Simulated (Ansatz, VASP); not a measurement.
# Mg6F: VASP beside Ansatz

Contents of INCAR:

```
ALGO     = Normal         # electronic algorithm
DIPOL    = 0.5 0.5 0.311
EDIFF    = 1E-6           # SCF threshold, eV
ENCUT    = 520            # plane-wave cutoff, eV
GGA      = PE             # functional
IDIPOL   = 3            
ISIF     = 2              # what is computed and relaxed
ISMEAR   = 0              # smearing method
LASPH    = T              # aspherical terms in the spheres
LCHARG   = F              # write CHGCAR
LDIPOL   = T            
LREAL    = F              # projectors in reciprocal space
LWAVE    = F              # write WAVECAR
NBANDS   = 18             # bands
NELM     = 60             # most SCF steps
PREC     = Accurate       # precision mode
SIGMA    = 0.1            # smearing width, eV
```

Contents of KPOINTS:

```
k-points
0
Gamma
  9 4 1
```

POSCAR

```
Mg6F
1.0
    3.2034417932      0.0000000000      0.0000000000
   -1.6017208966      7.8153198520      0.0000000000
    0.0000000000      0.0000000000     20.9851131634
Mg F
6 1
Direct
    0.8493879956      0.6987759913      0.1906113143
    0.5210014932      0.0420029864      0.2197581863
    0.1926149907      0.3852299814      0.2489050583
    0.3710660944      0.7414803149      0.3283003664
    0.0426232582      0.0834482649      0.3542380799
    0.7128162912      0.4251093731      0.3805132287
    0.7128162912      0.6751093731      0.4562812261
```

Input for Ansatz:

```yaml
crystal:
  lattice:
    - [3.2034417932, 0.0, 0.0]
    - [-1.6017208966, 7.815319852, 0.0]
    - [0.0, 0.0, 20.9851131634]
  atoms:
    - { symbol: Mg, position: [0.8493879956, 0.6987759913, 0.1906113143] }
    - { symbol: Mg, position: [0.5210014932, 0.0420029864, 0.2197581863] }
    - { symbol: Mg, position: [0.1926149907, 0.3852299814, 0.2489050583] }
    - { symbol: Mg, position: [0.3710660944, 0.7414803149, 0.3283003664] }
    - { symbol: Mg, position: [0.0426232582, 0.0834482649, 0.3542380799] }
    - { symbol: Mg, position: [0.7128162912, 0.4251093731, 0.3805132287] }
    - { symbol: F, position: [0.7128162912, 0.6751093731, 0.4562812261] }
basis:
  ecutwfc: 420
kpoints:
  mp_grid: { grid: [9, 4, 1] }
hamiltonian:
  xc: pbe
scf:
  occupations: { method: gaussian, width: 0.1 }
output:
  forces: true
  eigenvalues: true
efield:
  axis: 3
  dipole_correction: true
  ramp_width: 0.04
```

Alike in both runs: task single point; functional PBE; k mesh 9 × 4 × 1; occupations gaussian, width 0.1 eV; no spin polarisation.

```csv
,VASP,Ansatz
version,VASP 6.6.1,Ansatz 0.2.0
potentials or method,"VASP PAW PBE potentials, release 64 (Mg, F), cutoff 520 eV","scalar-relativistic, plane waves, PAW"
valence electrons in the cell,19,67
```

|  | VASP | Ansatz | Ansatz less VASP |
| --- | --- | --- | --- |
| gap on the k mesh at the Fermi level (eV) | none | none | - |
| rms of the force components (eV/Å) | 0.688 | 0.690 | +0.0016 |

Atom by atom the forces differ by 0.004 eV/Å (rms over components). A gap of «none» marks a metal or a gap that the smearing closes. VASP's potentials hold 19 valence electrons a cell and Ansatz's 67, so a difference there can come from the potentials and not from the codes.
